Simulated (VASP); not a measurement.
A run of VASP 6.6.1 is set up as follows.

The input INCAR:

```
SYSTEM = Ni
  PREC = Accurate
  ENCUT = 690
  EDIFF = 1E-6
  ISMEAR = -1
  SIGMA = 0.05
  LREAL = .FALSE.
  LASPH = .TRUE.
  NELM = 200
  ALGO = Normal
  ISIF = 2
  LWAVE = .FALSE.
  LCHARG = .FALSE.
  ISPIN = 2
  MAGMOM = 1 1
  LORBIT = 11
  LMAXMIX = 4
  GGA = B5
  ALDAX = 1.0
  AGGAX = 1.0
  AGGAC = 1.0
  ALDAC = 0.0
  IVDW = 12
  VDW_S6 = 1.0
  VDW_S8 = 2.6996
  VDW_A1 = 0.4298
  VDW_A2 = 4.2359
  NBANDS = 29
  GGA_COMPAT = .FALSE.
```

KPOINTS

```
Automatic mesh
0
G
  12 12 7
  0 0 0
```

POSCAR

```
Ni
1.0
    2.4587603875      0.0000000000      0.0000000000
   -1.2293801938      2.1293489574      0.0000000000
    0.0000000000      0.0000000000      4.0379919272
Ni
2
Direct
    0.6666666667      0.3333333333      0.7500000000
    0.3333333333      0.6666666667      0.2500000000
```

Potentials or basis: VASP PAW PBE potentials, release 64 (Ni_sv_GW).

Launch:

```sh
$ cat potpaw_PBE.64/Ni_sv_GW/POTCAR > POTCAR
$ mpirun -np 1 vasp_std > vasp.out
```

Task: Estimate the site moments.

Result: Ni +0.65 μB.

Task: Predict the pressure.

Result: -0.8 GPa.

Caveat: the dispersion term is far too large for a dense solid, which distorts pressure and volume; the PAW data sets were made with another functional, which shifts forces and pressure a little.
